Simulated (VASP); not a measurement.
# LuTi3F (Pm-3m) in VASP: relaxation of cell and atoms with PBE

Aim: the relaxation of cell and atoms of LuTi3F with PBE.

All numbers are computed with VASP 6.6.1; they aren't measurements. Logs are shortened: lines on timing, memory, paths and dates and some standing lists are left out, and cuts for length are marked.

## 1. The cell of the first run

Symmetry: Pm-3m, No. 221, cubic system. Conventional cell: a = 4.451 Å, b = 4.451 Å, c = 4.451 Å, α = 90.00°, β = 90.00°, γ = 90.00°. Lu (site symmetry m-3m) has 12 Ti at 3.15 Å and 8 F at 3.86 Å within 4.1 Å. Ti (site symmetry 4/mmm) has 2 F at 2.23 Å within 2.9 Å. F (site symmetry m-3m) has 6 Ti at 2.23 Å within 2.9 Å.

The cell was generated, and may not be a known phase.

## 2. Relaxation of cell and atoms, PBE, collinear spin

INCAR

```
ALGO = Normal
EDIFF = 1E-7
EDIFFG = -0.04
ENCUT = 600
GGA = PE
IBRION = 2
ISIF = 3
ISMEAR = 0
ISPIN = 2
LASPH = True
LCHARG = False
LMAXMIX = 4
LORBIT = 11
LREAL = False
LWAVE = False
MAGMOM = 0 1 1 1 0
NELM = 150
NSW = 90
PREC = Accurate
SIGMA = 0.1
```

KPOINTS

```
k-points
0
Gamma
  4 4 4
```

POSCAR

```
LuTi3F
1.0
    4.4514206100      0.0000000000      0.0000000000
    0.0000000000      4.4514206100      0.0000000000
    0.0000000000      0.0000000000      4.4514206100
Lu Ti F
1 3 1
Direct
    0.5000000000      0.5000000000      0.5000000000
    0.5000000000      0.0000000000      0.0000000000
    0.0000000000      0.5000000000      0.0000000000
    0.0000000000      0.0000000000      0.5000000000
    0.0000000000      0.0000000000      0.0000000000
```

Potentials or basis: VASP PAW PBE potentials, release 64 (Lu, Ti_sv, F).

Command:

```console
$ cat potpaw_PBE.64/Lu/POTCAR potpaw_PBE.64/Ti_sv/POTCAR potpaw_PBE.64/F/POTCAR > POTCAR
$ mpirun -np 1 vasp_std > vasp.out
```

OUTCAR:

```text
EDIFF = 1E-7
   EDIFFG = -0.04
   ENCUT = 600
   GGA = PE
   IBRION = 2
   ISIF = 3
   ISMEAR = 0
   ISPIN = 2
   LASPH = True
   LORBIT = 11
   LREAL = False
   NELM = 150
   NSW = 90
   PREC = Accurate

 ion  position               nearest neighbor table
   1  0.500  0.500  0.500-   2 3.15   3 3.15   4 3.15   2 3.15   3 3.15   2 3.15   4 3.15   2 3.15
                             3 3.15   4 3.15   3 3.15   4 3.15
   2  0.500  0.000  0.000-   5 2.23   5 2.23   1 3.15   1 3.15   1 3.15   1 3.15
   3  0.000  0.500  0.000-   5 2.23   5 2.23   1 3.15   1 3.15   1 3.15   1 3.15
   4  0.000  0.000  0.500-   5 2.23   5 2.23   1 3.15   1 3.15   1 3.15   1 3.15
   5  0.000  0.000  0.000-   2 2.23   3 2.23   4 2.23   4 2.23   3 2.23   2 2.23

  LATTYP: Found a simple cubic cell.
 ALAT       =     4.4514206100

  Lattice vectors:

 A1 = (   4.4514206100,   0.0000000000,   0.0000000000)
 A2 = (   0.0000000000,   4.4514206100,   0.0000000000)
 A3 = (   0.0000000000,   0.0000000000,   4.4514206100)

Analysis of symmetry for initial positions (statically):
=====================================================================
 Subroutine PRICEL returns:
 Original cell was already a primitive cell.

 Routine SETGRP: Setting up the symmetry group for a
 simple cubic supercell.

 Subroutine GETGRP returns: Found 48 space group operations
 (whereof 48 operations were pure point group operations)
 out of a pool of 48 trial point group operations.

The static configuration has the point symmetry O_h .

Analysis of symmetry for dynamics (positions and initial velocities):
=====================================================================
 Subroutine PRICEL returns:
 Original cell was already a primitive cell.

 Routine SETGRP: Setting up the symmetry group for a
 simple cubic supercell.

 Subroutine GETGRP returns: Found 48 space group operations
 (whereof 48 operations were pure point group operations)
 out of a pool of 48 trial point group operations.

The dynamic configuration has the point symmetry O_h .

Analysis of structural, dynamic, and magnetic symmetry:
=====================================================================
 Subroutine PRICEL returns:
 Original cell was already a primitive cell.

 Routine SETGRP: Setting up the symmetry group for a
 simple cubic supercell.

 Subroutine GETGRP returns: Found 48 space group operations
 (whereof 48 operations were pure point group operations)
 out of a pool of 48 trial point group operations.

The overall configuration has the point symmetry O_h .

 Subroutine INISYM returns: Found 48 space group operations
 (whereof 48 operations are pure point group operations),
 and found     1 'primitive' translations

----------------------------------------------------------------------------------------

                                     Primitive cell

  volume of cell :      88.2055

  direct lattice vectors                    reciprocal lattice vectors
     4.451420610  0.000000000  0.000000000     0.224647385  0.000000000  0.000000000
     0.000000000  4.451420610  0.000000000     0.000000000  0.224647385  0.000000000
     0.000000000  0.000000000  4.451420610     0.000000000  0.000000000  0.224647385

  length of vectors
     4.451420610  4.451420610  4.451420610     0.224647385  0.224647385  0.224647385

  position of ions in fractional coordinates (direct lattice)
     0.500000000  0.500000000  0.500000000
     0.500000000  0.000000000  0.000000000
     0.000000000  0.500000000  0.000000000
     0.000000000  0.000000000  0.500000000
     0.000000000  0.000000000  0.000000000

  ion indices of the primitive-cell ions
   primitive index   ion index
                 1           1
                 2           2
                 3           3
                 4           4
                 5           5

----------------------------------------------------------------------------------------

 KPOINTS: k-points

Automatic generation of k-mesh.
 Grid dimensions read from file:
 generate k-points for:    4    4    4

 Generating k-lattice:

  Cartesian coordinates                     Fractional coordinates (reciprocal lattice)
     0.056161846  0.000000000  0.000000000     0.250000000  0.000000000  0.000000000
     0.000000000  0.056161846  0.000000000     0.000000000  0.250000000  0.000000000
     0.000000000  0.000000000  0.056161846     0.000000000  0.000000000  0.250000000

  Length of vectors
     0.056161846  0.056161846  0.056161846

  Shift w.r.t. Gamma in fractional coordinates (k-lattice)
     0.000000000  0.000000000  0.000000000

 Subroutine IBZKPT returns following result:
 ===========================================

 Found     10 irreducible k-points:

 Following reciprocal coordinates:
            Coordinates               Weight
  0.000000  0.000000  0.000000      1.000000
  0.250000  0.000000  0.000000      6.000000
  0.500000  0.000000  0.000000      3.000000
  0.250000  0.250000  0.000000     12.000000
  0.500000  0.250000  0.000000     12.000000
  0.500000  0.500000  0.000000      3.000000
  0.250000  0.250000  0.250000      8.000000
  0.500000  0.250000  0.250000     12.000000
  0.500000  0.500000  0.250000      6.000000
  0.500000  0.500000  0.500000      1.000000
   k-points           NKPTS =     10   k-points in BZ     NKDIM =     10   number of bands    NBANDS=     42
   number of dos      NEDOS =    301   number of ions     NIONS =      5
   total plane-waves  NPLWV =  46656
   dimension x,y,z NGX =    36 NGY =   36 NGZ =   36
   dimension x,y,z NGXF=    72 NGYF=   72 NGZF=   72
   ions per type =               1   3   1
   NGX,Y,Z   is equivalent  to a cutoff of  13.44, 13.44, 13.44 a.u.
   NGXF,Y,Z  is equivalent  to a cutoff of  26.89, 26.89, 26.89 a.u.
 SYSTEM =  unknown system
   PREC   = accura    normal or accurate (medium, high low for compatibility)
   ISTART =      0    job   : 0-new  1-cont  2-samecut
   ICHARG =      2    charge: 1-file 2-atom 10-const
   ISPIN  =      2    spin polarized calculation?
   LNONCOLLINEAR =      F non collinear calculations
   LSORBIT =      F    spin-orbit coupling
   LASPH  =      T    aspherical Exc in radial PAW
   ENCUT  =  600.0 eV  44.10 Ry    6.64 a.u.   8.89  8.89  8.89*2*pi/ulx,y,z
   NELM   =    150;   NELMIN=  2; NELMDL= -5     # of ELM steps
   EDIFF  = 0.1E-06   stopping-criterion for ELM
   LREAL  =      F    real-space projection
   EDIFFG = -.4E-01   stopping-criterion for IOM
   NSW    =     90    number of steps for IOM
   IBRION =      2    ionic relax: 0-MD 1-quasi-New 2-CG
   NFREE  =      1    steps in history (QN), initial steepest desc. (CG)
   ISIF   =      3    stress and relaxation
   ISYM   =      2    0-nonsym 1-usesym 2-fastsym
   POTIM  = 0.5000    time-step for ionic-motion
   TEBEG  =    0.0;   TEEND  =   0.0 temperature during run
   PSTRESS=    0.0 pullay stress
   NELECT =      68.0000    total number of electrons
   NUPDOWN=      -1.0000    fix difference up-down
   EMIN   =  10.00;   EMAX   =-10.00  energy-range for DOS
   EFERMI =   0.00;   METHOD = LEGACY
   ISMEAR =     0;   SIGMA  =   0.10  broadening in eV -4-tet -1-fermi 0-gaus
   EFERMI_NEDOS =   21; number of points for ismear=-14 and -15
   IALGO  =     38    algorithm
   IMIX   =      4    mixing-type and parameters
     AMIX     =   0.40;   BMIX     =  1.00
     AMIX_MAG =   1.60;   BMIX_MAG =  1.00
  volume/ion in A,a.u.               =      17.64       119.05
  Fermi-wavevector in a.u.,A,eV,Ry     =   1.501110  2.836686 30.658431  2.253331
  Thomas-Fermi vector in A             =   2.612523
   LORBIT       =     11    0 simple, 1 ext, 2 COOP (PROOUT), +10 PAW based schemes
   GGA     = PE    functional components
   LHFCALC =     F    Hartree Fock is set to
   AEXX    =    0.0000 exact exchange contribution
   IVDW    =     0    specifies the selected vdW correction
   LEPSILON=     F    determine dielectric tensor
   LRPA    =     F    only Hartree local field effects (RPA)
 conjugate gradient relaxation of ions
 spin polarized calculation
 Gauss-broadening in eV      SIGMA  =   0.10
  energy-cutoff  :      600.00
  volume of cell :       88.21
 maximum number of plane-waves:      3016
 NGX is ok and might be reduce to    36
   NGX = 17   NGY = 17   NGZ = 17

--------------------------------------- Ionic step        1  -------------------------------------------

 number of electron      67.9999959 magnetization       0.0020162

 number of electron      67.9999959 magnetization      -0.0000155

 Free energy of the ion-electron system (eV)
  ---------------------------------------------------
  ext. energy  EPLUGINS =         0.00000000
  ---------------------------------------------------
  free energy    TOTEN  =       -32.31140946 eV

  energy without entropy =      -32.28732819  energy(sigma->0) =      -32.29936883

------------------------ aborting loop because EDIFF is reached ----------------------------------------

  FORCE on cell =-STRESS in cart. coord.  units (eV):
  Direction    XX          YY          ZZ          XY          YZ          ZX
  --------------------------------------------------------------------------------------
  -------------------------------------------------------------------------------------
  Total       -1.3978068     -1.3978068     -1.3978068      0.0000000      0.0000000     -0.0000000
  in kB      -25.3899486    -25.3899486    -25.3899486      0.0000000      0.0000000     -0.0000000
  external PRESSURE =     -25.3899486 kB  Pullay stress =       0.0000000 kB
[... 67 lines left out ...]
--------------------------------------- Ionic step        3  -------------------------------------------

 number of electron      67.9999982 magnetization       0.0000038

 number of electron      67.9999982 magnetization      -0.0000005

 Free energy of the ion-electron system (eV)
  ---------------------------------------------------
  ext. energy  EPLUGINS =         0.00000000
  ---------------------------------------------------
  free energy    TOTEN  =       -32.33205664 eV

  energy without entropy =      -32.30612477  energy(sigma->0) =      -32.31909071

 E-fermi :   6.6316     XC(G=0): -11.4123

 val. band max:        6.5710590034   @ k =   0.5000   0.5000   0.2500
 cond. band min:       6.6338001399   @ k =   0.2500   0.2500   0.2500
 fundamental gap:      0.0627411366
 Fermi energy:         6.6316178127

 spin component 1

 k-point     1 :       0.0000    0.0000    0.0000
  band No.  band energies     occupation
      1     -50.5896      1.00000
      2     -50.5315      1.00000
      3     -50.5315      1.00000
      4     -48.7194      1.00000
      5     -27.0717      1.00000
      6     -27.0717      1.00000
[... 439 lines left out ...]
     41       8.5435      0.00000
     42       8.5435      0.00000
 Fermi energy:         6.6316178127

 spin component 2

 k-point     1 :       0.0000    0.0000    0.0000
  band No.  band energies     occupation
      1     -50.5896      1.00000
      2     -50.5315      1.00000
      3     -50.5315      1.00000
      4     -48.7194      1.00000
      5     -27.0717      1.00000
      6     -27.0717      1.00000
[... 471 lines left out ...]
  FREE ENERGIE OF THE ION-ELECTRON SYSTEM (eV)
  ---------------------------------------------------
  free  energy   TOTEN  =       -32.3320566406 eV

  energy  without entropy=      -32.3061247706  energy(sigma->0) =      -32.31909071

 reached required accuracy - stopping structural energy minimisation

 total charge

# of ion       s       p       d       f       tot
--------------------------------------------------
    1        2.329   6.106   0.908  13.948  23.292
    2        2.199   6.078   1.916   0.000  10.193
    3        2.199   6.078   1.916   0.000  10.193
    4        2.199   6.078   1.916   0.000  10.193
    5        1.734   4.368   0.000   0.000   6.102
--------------------------------------------------
tot         10.658  28.707   6.657  13.948  59.972

 magnetization (x)

# of ion       s       p       d       f       tot
--------------------------------------------------
    1        0.000  -0.000  -0.000   0.000  -0.000
    2       -0.000  -0.000   0.000   0.000   0.000
    3       -0.000  -0.000   0.000   0.000   0.000
    4       -0.000  -0.000   0.000   0.000   0.000
    5       -0.000   0.000   0.000   0.000  -0.000
--------------------------------------------------
tot          0.000  -0.000   0.000   0.000   0.000
```

Run time: 4.7 min. Hardware: 1 thread of Intel Xeon Platinum 8124M at 3.00GHz (Skylake/Cascade Lake), shared host; peak memory 0.3 GiB.

Results:

```yaml
Free_energy: -32.3321 eV
Relaxed_volume: 17.13 Å³/atom
Relaxed_cell: a = 4.408 Å, b = 4.408 Å, c = 4.408 Å, α = 90.00°, β = 90.00°, γ = 90.00°
Space_group_after_relaxing_to_0.1_Å: Pm-3m (No. 221)
Energy_gained_by_relaxing: 4.1 meV/atom
Ionic_steps: 3
Pressure_after_relaxing: 0.0 GPa
Band_gap_on_the_k_mesh: zero (filled and empty bands overlap)
Net_moment: 0.00 μB per cell
Valence_electrons_inside_the_program's_atomic_spheres: Lu 23.29; Ti 10.19; F 6.10
```

Step by step:
```tsv
step	energy change (eV)	largest force (eV/Å)	pressure (GPa)	volume (Å³)
1	0.0000	0.0000	-2.54	88.21
2	-0.0173	0.0000	1.07	84.68
3	-0.0206	0.0000	0.01	85.66
```

Final structure:
```
CELL_PARAMETERS angstrom
4.40822 0.00000 0.00000
0.00000 4.40822 0.00000
0.00000 0.00000 4.40822
ATOMIC_POSITIONS crystal
Lu 0.50000 0.50000 0.50000
Ti 0.50000 0.00000 0.00000
Ti 0.00000 0.50000 0.00000
Ti 0.00000 0.00000 0.50000
F 0.00000 0.00000 0.00000
```

Caveat: spin-orbit coupling is left out, which moves the levels of the heavy elements.

The gap in the log of VASP goes by the Fermi energy; the results here count the filled bands.